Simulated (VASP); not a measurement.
B14HN14 (a cell with a defect), 29 atoms in the cell. The cell holds a defect, 29 atoms: a = 6.647 Å, b = 6.647 Å, c = 8.343 Å, α = 90.00°, β = 90.00°, γ = 120.00°. 

* Program: VASP 6.6.1
* Task: single point
* Functional: PBE
* Potentials or basis: VASP PAW PBE potentials, release 64 (B, N, H)
* Cutoff: 520 eV
* k mesh: 2 × 2 × 2
* Occupations: gaussian, width 0.02 eV
* Spin: no spin polarisation
* Dipole correction: no
* Charge: -1
* Further INCAR settings: LREAL = Auto; ALGO = Normal; EDIFF = 1e-06; NBANDS = 76; NELECT = 114.0

Potentials or basis: VASP PAW PBE potentials, release 64 (B, N, H).

Run with:

```console
$ cat potpaw_PBE.64/B/POTCAR potpaw_PBE.64/N/POTCAR potpaw_PBE.64/H/POTCAR > POTCAR
$ mpirun -np 1 vasp_std > vasp.out
```

Hardware: 1 thread of AMD EPYC 7R13, on a shared host.

Q: How long does it take, and how much memory?

A: Run time: 11 min on 1 thread of AMD EPYC 7R13 (shared host), peak memory 0.42 GiB. Counts: scf iterations 17, k points 8.
